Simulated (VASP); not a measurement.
Crystal: MgO.

```
Mg O
1.0
     0.00000    2.12685    2.12685
     2.12685    0.00000    2.12685
     2.12685    2.12685    0.00000
Mg O
1 1
Direct
  0.00000 0.00000 0.00000
  0.50000 0.50000 0.50000
```

* Program: VASP 6.6.1
* Task: relaxation of cell and atoms
* Functional: r2SCAN
* Potentials or basis: VASP PAW PBE potentials, release 64 (Mg_sv, O)
* Cutoff: 920 eV
* k mesh: 10 × 10 × 10
* Occupations: fermi-dirac, width 0.02 eV
* Spin: no spin polarisation

At the start: pressure -4.9 GPa; volume 9.62 Å³/atom.

**Question.** Where does the relaxation end?

**Answer.** Over 4 steps the energy falls by 4.6 meV/atom and the volume is 9.32 Å³/atom (-3.1 %); space group Fm-3m (No. 225, to 0.1 Å) before and after.

The path:
| step | energy change (eV) | largest force (eV/Å) | pressure (GPa) | volume (Å³) |
| --- | --- | --- | --- | --- |
| 1 | 0.0000 | 0.0000 | -4.89 | 19.24 |
| 2 | -0.0078 | 0.0000 | 1.83 | 18.44 |
| 3 | -0.0091 | 0.0000 | -0.14 | 18.65 |
| 4 | -0.0091 | 0.0000 | 0.00 | 18.64 |

Final structure:
```cif
data_structure
_symmetry_space_group_name_H-M 'P 1'
_symmetry_Int_Tables_number 1
_cell_length_a 2.9759
_cell_length_b 2.9759
_cell_length_c 2.9759
_cell_angle_alpha 60.000
_cell_angle_beta 60.000
_cell_angle_gamma 60.000
_cell_volume 18.64
loop_
_atom_site_label
_atom_site_type_symbol
_atom_site_fract_x
_atom_site_fract_y
_atom_site_fract_z
_atom_site_occupancy
Mg1 Mg 0.00000 0.00000 0.00000 1
O1 O 0.50000 0.50000 0.50000 1
```

Caveat: the PAW data sets were made with another functional, which shifts forces and pressure a little.
